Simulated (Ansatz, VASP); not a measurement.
# Ti in VASP and in Ansatz

File POSCAR:

```
Ti
1.0
    2.8614979246      0.0000000000      0.0000000000
   -1.4307489623      2.4781298956      0.0000000000
    0.0000000000      0.0000000000      4.8265800000
Ti
2
Direct
    0.3333333333      0.6666666667      0.2500000000
    0.6666666667      0.3333333333      0.7500000000
```

Contents of INCAR.step1:

```
SYSTEM = Ti
PREC = Accurate
ENCUT = 520
ISMEAR = 0
SIGMA = 0.15
LREAL = .False.
LASPH = .True.
NELM = 80
NBANDS = 19
GGA = PE
ALGO = Normal
EDIFF = 1E-4
LWAVE = .True.
LCHARG = .False.
```

Contents of INCAR.step2:

```
SYSTEM = Ti
PREC = Accurate
ENCUT = 520
EDIFF = 1E-6
ISMEAR = 0
SIGMA = 0.15
LREAL = .False.
LASPH = .True.
NELM = 80
ALGO = Normal
ISIF = 2
LWAVE = .False.
LCHARG = .False.
METAGGA = R2SCAN
LMIXTAU = .True.
NBANDS = 19
ISTART = 1
```

The input KPOINTS:

```
Automatic mesh
0
Gamma
  18 18 10
  0 0 0
```

Input for Ansatz:

```yaml
crystal:
  lattice:
    - [2.8614979246, 0.0, 0.0]
    - [-1.4307489623, 2.4781298956, 0.0]
    - [0.0, 0.0, 4.82658]
  atoms:
    - { symbol: Ti, position: [0.3333333333, 0.6666666667, 0.25] }
    - { symbol: Ti, position: [0.6666666667, 0.3333333333, 0.75] }
basis:
  ecutwfc: 500
kpoints:
  mp_grid: { grid: [18, 18, 10] }
hamiltonian:
  xc: r2scan
scf:
  occupations: { method: gaussian, width: 0.15 }
output:
  forces: true
  stress: true
  eigenvalues: true
  write_density: true
  write_potential: true
  elf: true
  volumetric_format: npy
```

Change from the starting cell: strain -0.030 along x and y, +0.030 along z, atoms carried along.

Alike in both runs: task single point; functional r2SCAN; k mesh 18 × 18 × 10; occupations gaussian, width 0.15 eV; no spin polarisation.

```csv
,VASP,Ansatz
version,VASP 6.6.1,Ansatz 0.2.0
potentials or method,"VASP PAW PBE potentials, release 64 (Ti_sv), cutoff 520 eV","scalar-relativistic, plane waves, PAW"
valence electrons in the cell,24,24
```

Ansatz gave:

| Property | Result |
| --- | --- |
| gap on the k mesh at the Fermi level (eV) | none |
| pressure (GPa) | 1.4 |
| traceless stress, the component that is largest in VASP (GPa) | -5.55 |

Problem. Which values does VASP return?

Solution. gap on the k mesh at the Fermi level (eV): none; pressure (GPa): 1.8; traceless stress, the component that is largest in VASP (GPa): -5.57.

VASP's potentials were made for PBE, not for r2SCAN. A gap of «none» marks a metal or a gap that the smearing closes. The functional is the same, so the differences come from potentials, cutoffs and numerics.
